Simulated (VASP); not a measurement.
# In (Im-3m) in VASP: notebook

The runs below take In through single point, with PBE.

All numbers are computed with VASP 6.6.1; they aren't measurements. Logs are shortened: lines on timing, memory, paths and dates and some standing lists are left out, and cuts for length are marked.

## (1) The cell of the first run

The structure is cubic, space group Im-3m (No. 229). Conventional cell: a = 3.817 Å, b = 3.817 Å, c = 3.817 Å, α = 90.00°, β = 90.00°, γ = 90.00°. Within 4.3 Å of In (site symmetry m-3m) lie 14 In at 3.31 to 3.82 Å.

## (2) Single point, PBE

INCAR

```
SYSTEM = In
PREC = Accurate
ENCUT = 520
EDIFF = 1E-6
ISMEAR = -1
SIGMA = 0.1
LREAL = .FALSE.
LASPH = .TRUE.
NELM = 100
ALGO = Normal
ISIF = 2
LWAVE = .FALSE.
LCHARG = .FALSE.
GGA = PE
NBANDS = 12
```

KPOINTS

```
regular mesh
0
G
  12 12 12
  0 0 0
```

POSCAR

```
In
1.0
   -1.9083127164      1.9083127164      1.9083127164
    1.9083127164     -1.9083127164      1.9083127164
    1.9083127164      1.9083127164     -1.9083127164
In
1
Direct
    0.0000000000      0.0000000000      0.0000000000
```

Potentials or basis: VASP PAW PBE potentials, release 64 (In_d).

The run is started by

```
> cat potpaw_PBE.64/In_d/POTCAR > POTCAR
> mpirun -np 1 vasp_std > vasp.out
```

OUTCAR:

```text
SYSTEM = In
   PREC = Accurate
   ENCUT = 520
   EDIFF = 1E-6
   ISMEAR = -1
   LREAL = .FALSE.
   LASPH = .TRUE.
   NELM = 100
   ISIF = 2
   GGA = PE

 ion  position               nearest neighbor table
   1  0.000  0.000  0.000-

  LATTYP: Found a body centered cubic cell.
 ALAT       =     3.8166254328

  Lattice vectors:

 A1 = (  -1.9083127164,   1.9083127164,   1.9083127164)
 A2 = (   1.9083127164,  -1.9083127164,   1.9083127164)
 A3 = (   1.9083127164,   1.9083127164,  -1.9083127164)

Analysis of symmetry for initial positions (statically):
=====================================================================
 Subroutine PRICEL returns:
 Original cell was already a primitive cell.

 Routine SETGRP: Setting up the symmetry group for a
 body centered cubic supercell.

 Subroutine GETGRP returns: Found 48 space group operations
 (whereof 48 operations were pure point group operations)
 out of a pool of 48 trial point group operations.

The static configuration has the point symmetry O_h .

Analysis of symmetry for dynamics (positions and initial velocities):
=====================================================================
 Subroutine PRICEL returns:
 Original cell was already a primitive cell.

 Routine SETGRP: Setting up the symmetry group for a
 body centered cubic supercell.

 Subroutine GETGRP returns: Found 48 space group operations
 (whereof 48 operations were pure point group operations)
 out of a pool of 48 trial point group operations.

The dynamic configuration has the point symmetry O_h .

 Subroutine INISYM returns: Found 48 space group operations
 (whereof 48 operations are pure point group operations),
 and found     1 'primitive' translations

----------------------------------------------------------------------------------------

                                     Primitive cell

  volume of cell :      27.7977

  direct lattice vectors                    reciprocal lattice vectors
    -1.908312716  1.908312716  1.908312716     0.000000000  0.262011564  0.262011564
     1.908312716 -1.908312716  1.908312716     0.262011564  0.000000000  0.262011564
     1.908312716  1.908312716 -1.908312716     0.262011564  0.262011564  0.000000000

  length of vectors
     3.305294582  3.305294582  3.305294582     0.370540308  0.370540308  0.370540308

  position of ions in fractional coordinates (direct lattice)
     0.000000000  0.000000000  0.000000000

  ion indices of the primitive-cell ions
   primitive index   ion index
                 1           1

----------------------------------------------------------------------------------------

 KPOINTS: regular mesh

Automatic generation of k-mesh.
 Grid dimensions read from file:
 generate k-points for:   12   12   12

 Generating k-lattice:

  Cartesian coordinates                     Fractional coordinates (reciprocal lattice)
     0.000000000  0.021834297  0.021834297     0.083333333  0.000000000  0.000000000
     0.021834297  0.000000000  0.021834297     0.000000000  0.083333333  0.000000000
     0.021834297  0.021834297  0.000000000     0.000000000  0.000000000  0.083333333

  Length of vectors
     0.030878359  0.030878359  0.030878359

  Shift w.r.t. Gamma in fractional coordinates (k-lattice)
     0.000000000  0.000000000  0.000000000

 Subroutine IBZKPT returns following result:
 ===========================================

 Found     72 irreducible k-points:

 Following reciprocal coordinates:
            Coordinates               Weight
  0.000000  0.000000  0.000000      1.000000
  0.083333  0.000000  0.000000     12.000000
  0.166667  0.000000  0.000000     12.000000
  0.250000  0.000000  0.000000     12.000000
  0.333333  0.000000  0.000000     12.000000
  0.416667  0.000000  0.000000     12.000000
[... 16 lines left out ...]
  0.333333  0.083333  0.083333     24.000000
  0.416667  0.083333  0.083333     12.000000
 [... further k-points ...]
   k-points           NKPTS =     72   k-points in BZ     NKDIM =     72   number of bands    NBANDS=     12
   number of dos      NEDOS =    301   number of ions     NIONS =      1
   total plane-waves  NPLWV =  21952
   dimension x,y,z NGX =    28 NGY =   28 NGZ =   28
   dimension x,y,z NGXF=    56 NGYF=   56 NGZF=   56
   ions per type =               1
   NGX,Y,Z   is equivalent  to a cutoff of  14.08, 14.08, 14.08 a.u.
   NGXF,Y,Z  is equivalent  to a cutoff of  28.17, 28.17, 28.17 a.u.
 SYSTEM =  In
   PREC   = accura    normal or accurate (medium, high low for compatibility)
   ISTART =      0    job   : 0-new  1-cont  2-samecut
   ICHARG =      2    charge: 1-file 2-atom 10-const
   ISPIN  =      1    spin polarized calculation?
   LNONCOLLINEAR =      F non collinear calculations
   LSORBIT =      F    spin-orbit coupling
   LASPH  =      T    aspherical Exc in radial PAW
   ENCUT  =  520.0 eV  38.22 Ry    6.18 a.u.   6.15  6.15  6.15*2*pi/ulx,y,z
   NELM   =    100;   NELMIN=  2; NELMDL= -5     # of ELM steps
   EDIFF  = 0.1E-05   stopping-criterion for ELM
   LREAL  =      F    real-space projection
   EDIFFG = 0.1E-04   stopping-criterion for IOM
   NSW    =      0    number of steps for IOM
   IBRION =     -1    ionic relax: 0-MD 1-quasi-New 2-CG
   NFREE  =      0    steps in history (QN), initial steepest desc. (CG)
   ISIF   =      2    stress and relaxation
   ISYM   =      2    0-nonsym 1-usesym 2-fastsym
   POTIM  = 0.5000    time-step for ionic-motion
   TEBEG  =    0.0;   TEEND  =   0.0 temperature during run
   PSTRESS=    0.0 pullay stress
   NELECT =      13.0000    total number of electrons
   NUPDOWN=      -1.0000    fix difference up-down
   EMIN   =  10.00;   EMAX   =-10.00  energy-range for DOS
   EFERMI =   0.00;   METHOD = LEGACY
   ISMEAR =    -1;   SIGMA  =   0.10  broadening in eV -4-tet -1-fermi 0-gaus
   EFERMI_NEDOS =   21; number of points for ismear=-14 and -15
   IALGO  =     38    algorithm
   IMIX   =      4    mixing-type and parameters
     AMIX     =   0.40;   BMIX     =  1.00
     AMIX_MAG =   1.60;   BMIX_MAG =  1.00
  volume/ion in A,a.u.               =      27.80       187.59
  Fermi-wavevector in a.u.,A,eV,Ry     =   1.270729  2.401330 21.970051  1.614753
  Thomas-Fermi vector in A             =   2.403701
   LORBIT       =      0    0 simple, 1 ext, 2 COOP (PROOUT), +10 PAW based schemes
   GGA     = PE    functional components
   LHFCALC =     F    Hartree Fock is set to
   AEXX    =    0.0000 exact exchange contribution
   IVDW    =     0    specifies the selected vdW correction
   LEPSILON=     F    determine dielectric tensor
   LRPA    =     F    only Hartree local field effects (RPA)
 non-spin polarized calculation
  energy-cutoff  :      520.00
  volume of cell :       27.80
 maximum number of plane-waves:       767
 NGX is ok and might be reduce to    28
   NGX = 13   NGY = 13   NGZ = 13

 number of electron      13.0000004 magnetization

 Free energy of the ion-electron system (eV)
  ---------------------------------------------------
  ext. energy  EPLUGINS =         0.00000000
  ---------------------------------------------------
  free energy    TOTEN  =        -2.55420920 eV

  energy without entropy =       -2.53702179  energy(sigma->0) =       -2.54561550

 E-fermi :   6.8650     XC(G=0):  -9.9698

 val. band max:        6.8543852869   @ k =  -0.4167   0.4167   0.2500
 cond. band min:       7.0248256411   @ k =  -0.3333   0.4167   0.0833
 fundamental gap:      0.1704403542
 Fermi energy:         6.8649771410

 k-point     1 :       0.0000    0.0000    0.0000
  band No.  band energies     occupation
      1      -7.7637      2.00000
      2      -7.7637      2.00000
      3      -7.7637      2.00000
      4      -7.5261      2.00000
      5      -7.5261      2.00000
      6      -2.2766      2.00000
      7      17.3198      0.00000
      8      17.3198      0.00000
      9      17.3198      0.00000
     10      19.6749      0.00000
     11      19.6749      0.00000
     12      19.6749      0.00000

 k-point     2 :       0.0833    0.0000    0.0000
  band No.  band energies     occupation
      1      -7.7700      2.00000
      2      -7.7575      2.00000
      3      -7.7390      2.00000
      4      -7.5328      2.00000
      5      -7.5264      2.00000
      6      -2.1232      2.00000
      7      15.8712      0.00000
      8      16.6402      0.00000
      9      16.9954      0.00000
     10      18.7261      0.00000
     11      19.0652      0.00000
     12      19.5023      0.00000

 k-point     3 :       0.1667    0.0000    0.0000
  band No.  band energies     occupation
      1      -7.7872      2.00000
      2      -7.7451      2.00000
      3      -7.6707      2.00000
      4      -7.5483      2.00000
      5      -7.5271      2.00000
      6      -1.6595      2.00000
      7      13.1471      0.00000
      8      15.3953      0.00000
      9      16.1731      0.00000
     10      17.9243      0.00000
     11      18.2152      0.00000
     12      19.7217      0.00000
[... 286 lines left out ...]
 k-point    23 :       0.3333    0.0833    0.0833
  band No.  band energies     occupation
      1      -7.8334      2.00000
      2      -7.7573      2.00000
      3      -7.5416      2.00000
      4      -7.5289      2.00000
      5      -7.4430      2.00000
      6       1.9203      2.00000
      7       5.8186      1.99994
      8      10.8289      0.00000
      9      12.0049      0.00000
     10      19.0996      0.00000
     11      19.2765      0.00000
     12      23.1092      0.00000

 k-point    24 :       0.4167    0.0833    0.0833
  band No.  band energies     occupation
      1      -7.8384      2.00000
      2      -7.7602      2.00000
      3      -7.5361      2.00000
      4      -7.5284      2.00000
      5      -7.4268      2.00000
      6       3.1739      2.00000
      7       4.2833      2.00000
      8      10.6407      0.00000
      9      11.8622      0.00000
     10      19.0044      0.00000
     11      19.1677      0.00000
     12      23.8920      0.00000

 [... further k-points ...]

------------------------ aborting loop because EDIFF is reached ----------------------------------------

  FORCE on cell =-STRESS in cart. coord.  units (eV):
  Direction    XX          YY          ZZ          XY          YZ          ZX
  --------------------------------------------------------------------------------------
  -------------------------------------------------------------------------------------
  Total        0.0011305      0.0011305      0.0011305      0.0000000      0.0000000     -0.0000000
  in kB        0.0651584      0.0651584      0.0651584      0.0000000      0.0000000     -0.0000000
  external PRESSURE =       0.0651584 kB  Pullay stress =       0.0000000 kB

 VOLUME and BASIS-vectors are now :
 -----------------------------------------------------------------------------
  energy-cutoff  :      520.00
  volume of cell :       27.80
      direct lattice vectors                 reciprocal lattice vectors
    -1.908312716  1.908312716  1.908312716     0.000000000  0.262011564  0.262011564
     1.908312716 -1.908312716  1.908312716     0.262011564  0.000000000  0.262011564
     1.908312716  1.908312716 -1.908312716     0.262011564  0.262011564  0.000000000

 POSITION                                       TOTAL-FORCE (eV/Angst)
 -----------------------------------------------------------------------------------
      0.00000      0.00000      0.00000        -0.000000      0.000000     -0.000000
 -----------------------------------------------------------------------------------
    total drift:                               -0.000000     -0.000000     -0.000000

  FREE ENERGIE OF THE ION-ELECTRON SYSTEM (eV)
  ---------------------------------------------------
  free  energy   TOTEN  =        -2.5542091968 eV

  energy  without entropy=       -2.5370217935  energy(sigma->0) =       -2.54561550
```

It took 9 s on 1 thread of Intel Xeon 6975P-C (Granite Rapids), shared host; peak memory 0.16 GiB.

What came out:

```yaml
Free_energy: -2.5542 eV
Pressure: 0.0 GPa
```

Caveat: spin-orbit coupling is left out, which moves the levels of the heavy elements.

## (3) Single point, PBE (volume scaled by 0.88)

INCAR

```
SYSTEM = In
PREC = Accurate
ENCUT = 520
EDIFF = 1E-6
ISMEAR = -1
SIGMA = 0.1
LREAL = .False.
LASPH = .True.
NELM = 80
ALGO = Normal
ISIF = 2
LWAVE = .False.
LCHARG = .False.
GGA = PE
NBANDS = 12
```

KPOINTS

```
regular mesh
0
Gamma
  13 13 13
  0 0 0
```

POSCAR

```
In
1.0
   -1.8287054885      1.8287054885      1.8287054885
    1.8287054885     -1.8287054885      1.8287054885
    1.8287054885      1.8287054885     -1.8287054885
In
1
Direct
    0.0000000000      0.0000000000      0.0000000000
```

Potentials or basis: VASP PAW PBE potentials, release 64 (In_d).

The run is started by

```
> cat potpaw_PBE.64/In_d/POTCAR > POTCAR
> mpirun -np 1 vasp_std > vasp.out
```

It took 5.3 s on 1 thread of Intel Xeon 6975P-C (Granite Rapids), shared host; peak memory 0.15 GiB.

Results (log left out):

```yaml
Free_energy: -2.5026 eV
Pressure: 6.0 GPa
```

Levels at points of the mesh, in eV from the Fermi level:
```
           k point  band 4  band 5  band 6  band 7  band 8  band 9
(0.00, 0.00, 0.00)  -14.47  -14.47  -10.04   11.86   11.86   11.86
```

Caveat: spin-orbit coupling is left out, which moves the levels of the heavy elements.

## (4) Single point, PBE (volume scaled by 0.92)

INCAR

```
PREC     = Accurate       # precision mode
ENCUT    = 520            # plane-wave cutoff, eV
EDIFF    = 1E-6           # SCF threshold, eV
ISMEAR   = -1             # smearing method
SIGMA    = 0.1            # smearing width, eV
LREAL    = False          # projectors in reciprocal space
LASPH    = True           # aspherical terms in the spheres
NELM     = 80             # most SCF steps
ALGO     = Normal         # electronic algorithm
ISIF     = 2              # what is computed and relaxed
LWAVE    = False          # write WAVECAR
LCHARG   = True           # write CHGCAR
GGA      = PE             # functional
LELF     = True           # ELF
LVHAR    = True         
NBANDS   = 12             # bands
```

KPOINTS

```
regular mesh
0
Gamma
  13 13 13
```

POSCAR

```
In
1.0
   -1.8560036249      1.8560036249      1.8560036249
    1.8560036249     -1.8560036249      1.8560036249
    1.8560036249      1.8560036249     -1.8560036249
In
1
Direct
    0.0000000000      0.0000000000      0.0000000000
```

The run is started by

```
> cat potpaw_PBE.64/In_d/POTCAR > POTCAR
> mpirun -np 1 vasp_std > vasp.out
```

Run time: 5.6 s. Hardware: 1 thread of Intel Xeon 6975P-C (Granite Rapids), shared host; peak memory 0.15 GiB.

Results (log left out):

```
Free energy : -2.5357 eV
Pressure    : 3.5 GPa
```

Levels at points of the mesh, in eV from the Fermi level:
```tsv
k point	band 2	band 3	band 4	band 5	band 6	band 7	band 8	band 9	band 10	band 11
(0.00, 0.00, 0.00)	-14.72	-14.72	-14.43	-14.43	-9.71	11.36	11.36	11.36	13.07	13.07
```

Caveat: spin-orbit coupling is left out, which moves the levels of the heavy elements.

## (5) Overview

| cell | k mesh | gap on the mesh (eV) | pressure (GPa) |
| --- | --- | --- | --- |
| a = 3.305 Å, angles 109.5°, 1 atom | 12 × 12 × 12 | none | 0.0 |
| a = 3.167 Å, angles 109.5°, 1 atom | 13 × 13 × 13 | none | 6.0 |
| a = 3.215 Å, angles 109.5°, 1 atom | 13 × 13 × 13 | none | 3.5 |

Alike in all rows: task single point; level PBE; potentials or basis VASP PAW PBE potentials, release 64 (In_d); no spin polarisation; cutoff (eV) 520; smearing fermi-dirac 0.1 eV.

Caveats: spin-orbit coupling is left out, which moves the levels of the heavy elements.

Absolute energies hang on the potentials; compare differences alone.
